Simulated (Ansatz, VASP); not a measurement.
## Two plane-wave programs on NiO2

```
CELL_PARAMETERS angstrom
2.78399 0.00000 0.00000
-1.39199 2.41100 0.00000
0.00000 0.00000 4.97261
ATOMIC_POSITIONS crystal
Ni 0.00000 0.00000 0.50000
O 0.66667 0.33333 0.64995
O 0.33333 0.66667 0.35005
```

Alike in both runs: task single point; functional PBEsol; k mesh 12 × 12 × 6; occupations gaussian, width 0.05 eV; no spin polarisation.

|  | VASP | Ansatz |
| --- | --- | --- |
| version | VASP 6.6.1 | Ansatz 0.2.0 |
| potentials or method | VASP PAW PBE potentials, release 64 (Ni_sv_GW, O), cutoff 700 eV | scalar-relativistic, plane waves, PAW |
| valence electrons in the cell | 30 | 30 |

VASP gave:

```
gap on the k mesh at the Fermi level (eV) : 0.94
least direct gap on the mesh (eV)         : 1.50
rms of the force components (eV/Å)        : 1.983
```

Q: What did Ansatz give for the same quantities?

A: gap on the k mesh at the Fermi level (eV): 0.95; least direct gap on the mesh (eV): 1.50; rms of the force components (eV/Å): 1.963.

VASP's potentials were made for PBE, not for PBEsol. Atom by atom the forces differ by 0.020 eV/Å (rms over components). With one functional, cell and mesh, what is left measures potentials, basis and numerics.
